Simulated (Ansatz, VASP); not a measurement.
One calculation of Na, two programs

The input INCAR:

```
PREC = Accurate ; ENCUT = 520
EDIFF = 1E-6 ; ISMEAR = 0
SIGMA = 0.1 ; LREAL = False
LASPH = True ; NELM = 60
ALGO = Normal ; ISIF = 2
LWAVE = False ; LCHARG = True
GGA = PE ; LELF = True
LVHAR = True ; NBANDS = 10
```

The input KPOINTS:

```
regular mesh
0
Gamma
  14 14 14
```

File POSCAR:

```
Na
1.0
   -2.0075207831      2.0075207831      2.0075207831
    2.0075207831     -2.0075207831      2.0075207831
    2.0075207831      2.0075207831     -2.0075207831
Na
1
Direct
    0.0000000000      0.0000000000      0.0000000000
```

Input for Ansatz:

```yaml
crystal:
  lattice:
    - [-2.0075207831, 2.0075207831, 2.0075207831]
    - [2.0075207831, -2.0075207831, 2.0075207831]
    - [2.0075207831, 2.0075207831, -2.0075207831]
  atoms:
    - { symbol: Na, position: [0.0, 0.0, 0.0] }
basis:
  ecutwfc: 420
kpoints:
  mp_grid: { grid: [14, 14, 14] }
hamiltonian:
  xc: pbe
scf:
  occupations: { method: gaussian, width: 0.1 }
output:
  forces: true
  stress: true
  eigenvalues: true
```

Alike in both runs: task single point; functional PBE; k mesh 14 × 14 × 14; occupations gaussian, width 0.1 eV; no spin polarisation.

|  | VASP | Ansatz |
| --- | --- | --- |
| version | VASP 6.6.1 | Ansatz 0.2.0 |
| potentials or method | VASP PAW PBE potentials, release 64 (Na_pv), cutoff 520 eV | scalar-relativistic, plane waves, PAW |
| valence electrons in the cell | 7 | 9 |

```csv
,VASP,Ansatz,Ansatz less VASP
gap on the k mesh at the Fermi level (eV),none,none,-
pressure (GPa),1.3,1.3,+0.04
```

A gap of «none» marks a metal or a gap that the smearing closes. VASP's potentials hold 7 valence electrons a cell and Ansatz's 9, so a difference there can come from the potentials and not from the codes.
